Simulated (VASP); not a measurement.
Crystal: SiNi3.

```
Si Ni
1.0
     3.55110    0.00000    0.00000
     0.00000    3.55110    0.00000
     0.00000    0.00000    3.55110
Si Ni
1 3
Direct
  0.00000 0.00000 0.00000
  0.00000 0.50000 0.50000
  0.50000 0.00000 0.50000
  0.50000 0.50000 0.00000
```

| Quantity | Value |
| --- | --- |
| Program | VASP 6.6.1 |
| Task | relaxation of cell and atoms |
| Functional | PBE |
| Potentials or basis | VASP PAW PBE potentials, release 64 (Si, Ni) |
| Cutoff | 600 eV |
| k mesh | 6 × 6 × 6 |
| Occupations | gaussian, width 0.1 eV |
| Spin | no spin polarisation |

At the start: pressure -7.4 GPa; volume 11.20 Å³/atom.

Q: How do energy, volume and symmetry change on relaxing?

A: Over 3 steps the energy falls by 10.0 meV/atom and the volume is 10.79 Å³/atom (-3.6 %); space group Pm-3m (No. 221, to 0.1 Å) before and after.

Step by step:
| step | energy change (eV) | largest force (eV/Å) | pressure (GPa) | volume (Å³) |
| --- | --- | --- | --- | --- |
| 1 | 0.0000 | 0.0000 | -7.36 | 44.78 |
| 2 | 0.0004 | 0.0000 | 7.53 | 41.53 |
| 3 | -0.0401 | 0.0000 | -0.30 | 43.16 |

Final structure:
```
CELL_PARAMETERS angstrom
3.50782 0.00000 0.00000
0.00000 3.50782 0.00000
0.00000 0.00000 3.50782
ATOMIC_POSITIONS crystal
Si 0.00000 0.00000 0.00000
Ni 0.00000 0.50000 0.50000
Ni 0.50000 0.00000 0.50000
Ni 0.50000 0.50000 0.00000
```
